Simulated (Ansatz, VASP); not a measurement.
Two plane-wave programs on NaCa2

```
Na Ca
1.0
     6.29656    0.00000    0.00000
    -3.14828    5.45298    0.00000
     0.00000    0.00000    3.66191
Na Ca
1 2
Direct
  0.00000 0.00000 0.00000
  0.33333 0.66667 0.50000
  0.66667 0.33333 0.50000
```

Alike in both runs: functional PBE; k mesh 12 × 12 × 12; occupations gaussian, width 0.1 eV; no spin polarisation.

Ansatz relaxed the structure, and its values are those at the end. VASP's run is a single point on that final structure, the one shown.

|  | VASP | Ansatz |
| --- | --- | --- |
| version | VASP 6.6.1 | Ansatz 0.2.0 |
| potentials or method | VASP PAW PBE potentials, release 64 (Na_pv, Ca_sv), cutoff 520 eV | scalar-relativistic, plane waves, PAW |
| valence electrons in the cell | 27 | 29 |

|  | VASP | Ansatz | Ansatz less VASP |
| --- | --- | --- | --- |
| gap on the k mesh at the Fermi level (eV) | none | none | - |
| pressure (GPa) | 0.0 | 0.0 | +0.02 |

A gap of «none» marks a metal or a gap that the smearing closes. The functional is the same, so the differences come from potentials, cutoffs and numerics. VASP's potentials hold 27 valence electrons a cell and Ansatz's 29, so a difference there can come from the potentials and not from the codes.
